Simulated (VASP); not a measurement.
Input of a VASP 6.6.1 run:

POSCAR

```
CdS
1.0
    4.1221263536      0.0000000000      0.0000000000
   -2.0610631768      3.5698661399      0.0000000000
    0.0000000000      0.0000000000      6.6811308050
Cd S
2 2
Direct
    0.6666666667      0.3333333333      0.4989179164
    0.3333333333      0.6666666667     -0.0010820836
    0.6666666667      0.3333333333      0.8760820836
    0.3333333333      0.6666666667      0.3760820836
```

The input INCAR.step1:

```
PREC     = Accurate       # precision mode
ENCUT    = 520            # plane-wave cutoff, eV
EDIFF    = 1E-5           # SCF threshold, eV
ISMEAR   = -1             # smearing method
SIGMA    = 0.05           # smearing width, eV
LREAL    = F              # projectors in reciprocal space
LASPH    = T              # aspherical terms in the spheres
NELM     = 80             # most SCF steps
ALGO     = Normal         # electronic algorithm
ISIF     = 2              # what is computed and relaxed
LWAVE    = T              # write WAVECAR
LCHARG   = F              # write CHGCAR
GGA      = PE             # functional
NBANDS   = 26             # bands
```

Contents of INCAR.step2:

```
PREC     = Accurate       # precision mode
ENCUT    = 520            # plane-wave cutoff, eV
EDIFF    = 1E-6           # SCF threshold, eV
ISMEAR   = -1             # smearing method
SIGMA    = 0.05           # smearing width, eV
LREAL    = F              # projectors in reciprocal space
LASPH    = T              # aspherical terms in the spheres
NELM     = 80             # most SCF steps
ALGO     = Normal         # electronic algorithm
ISIF     = 2              # what is computed and relaxed
LWAVE    = F              # write WAVECAR
LCHARG   = F              # write CHGCAR
GGA      = PS             # functional
LHFCALC  = T              # exact exchange
AEXX     = 0.25           # exact-exchange fraction
PRECFOCK = Normal       
ISTART   = 1            
NBANDS   = 26             # bands
```

The input KPOINTS:

```
Automatic mesh
0
Gamma
  4 4 2
```

Potentials or basis: VASP PAW PBE potentials, release 64 (Cd, S).

The run is started by

```console
$ cat potpaw_PBE.64/Cd/POTCAR potpaw_PBE.64/S/POTCAR > POTCAR
$ cp INCAR.step1 INCAR
$ mpirun -np 1 vasp_std > vasp.out
$ cp INCAR.step2 INCAR
$ mpirun -np 1 vasp_std > vasp.out
```

(1) Estimate the band gap on the k mesh.

(2) Predict the pressure.

## Answers

(1) 2.87 eV, direct.

(2) 0.2 GPa.

Caveat: the k points lie up to 0.47 Å⁻¹ apart; the PAW data sets were made with another functional, which shifts forces and pressure a little.
